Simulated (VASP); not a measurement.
Input of a VASP 6.6.1 run:

INCAR

```
SYSTEM = Bi
  PREC = Accurate
  ENCUT = 520
  EDIFF = 1E-6
  ISMEAR = 0
  SIGMA = 0.1
  LREAL = .FALSE.
  LASPH = .TRUE.
  NELM = 60
  ALGO = Fast
  ISIF = 2
  LWAVE = .FALSE.
  LCHARG = .TRUE.
  GGA = PE
  IVDW = 12
  LELF = .TRUE.
  LVHAR = .TRUE.
  NBANDS = 22
```

File KPOINTS:

```
Automatic mesh
0
G
  9 9 9
  0 0 0
```

Contents of POSCAR:

```
Bi
1.0
    4.5346855261      0.0000000000      0.0000000000
   -2.2673427630      3.9271528638      0.0000000000
    2.2673427630      1.3090509546      3.8817323445
Bi
2
Direct
    0.5257433146      0.7628716573      0.7113850281
    0.4742566854      0.2371283427      0.2886149719
```

Potentials or basis: VASP PAW PBE potentials, release 64 (Bi_d).

Launch:

```sh
$ cat potpaw_PBE.64/Bi_d/POTCAR > POTCAR
$ mpirun -np 1 vasp_std > vasp.out
```

Predict the dispersion energy per atom.

-0.462 eV.

Predict the largest force.

0.005 eV/Å.

Forces on the atoms (eV/Å):
```
Bi   0.000  0.000 -0.005
Bi   0.000  0.000  0.005
```
